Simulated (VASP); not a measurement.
A run of VASP 6.6.1 is set up as follows.

Contents of INCAR:

```
SYSTEM = BN
  ALGO = Normal
  EDIFF = 1E-6
  ENCUT = 520
  GGA = CA
  ISIF = 2
  ISMEAR = 0
  LASPH = .TRUE.
  LCHARG = .FALSE.
  LREAL = .FALSE.
  LWAVE = .FALSE.
  NBANDS = 11
  NELM = 100
  PREC = Accurate
  SIGMA = 0.05
```

KPOINTS

```
k-points
0
G
  12 12 12
  0 0 0
```

The input POSCAR:

```
BN
1.0
    0.0045325025      1.8130010000      1.8130010000
    1.8175335025      0.0000000000      1.8175335025
    1.8130010000      1.8130010000      0.0045325025
B N
1 1
Direct
    0.0000000000      0.0000000000      0.0000000000
    0.7500000000      0.7500000000      0.7500000000
```

Potentials or basis: VASP PAW LDA potentials, release 64 (B, N).

Launch:

```sh
$ cat potpaw_LDA.64/B/POTCAR potpaw_LDA.64/N/POTCAR > POTCAR
$ mpirun -np 1 vasp_std > vasp.out
```

(1) Estimate the pressure.

(2) What does it give for the band gap on the k mesh?

Results:

(1) -13.3 GPa.

(2) 4.32 eV (least direct gap 8.56 eV).

Caveat: the cell differs from its parent crystal (strain +0.0050 x Voigt [0, 0, 0, 0, 1, 0]); the cell stands under tension.
